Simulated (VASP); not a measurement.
Input of a VASP 6.6.1 run:

The input INCAR:

```
ALGO = Normal ; EDIFF = 1E-6
ENCUT = 1000 ; GGA = PE
GGA_COMPAT = False ; ISIF = 2
ISMEAR = 0 ; LASPH = True
LCHARG = False ; LREAL = False
LWAVE = False ; NBANDS = 12
NELM = 120 ; NELMDL = -8
PREC = Accurate ; SIGMA = 0.02
```

File KPOINTS:

```
k-points
0
Gamma
  1 1 1
```

Contents of POSCAR:

```
N
1.0
    9.0000000000      0.0000000000      0.0000000000
    0.0000000000      9.5000000000      0.0000000000
    0.0000000000      0.0000000000     10.0000000000
N
2
Direct
    0.5000000000      0.5000000000      0.4448918427
    0.5000000000      0.5000000000      0.5551081573
```

Potentials or basis: VASP PAW PBE potentials, release 64 (N_h).

Launch:

```bash
$ cat potpaw_PBE.64/N_h/POTCAR > POTCAR
$ mpirun -np 1 vasp_gam > vasp.out
```

Question: Predict the largest force.

Answer: 0.068 eV/Å.

Question: What does it give for the gap between the frontier levels?

Answer: 8.25 eV.

Forces in eV/Å, atoms in the order of the input:
```
N    0.000  0.000 -0.068
N    0.000  0.000  0.068
```
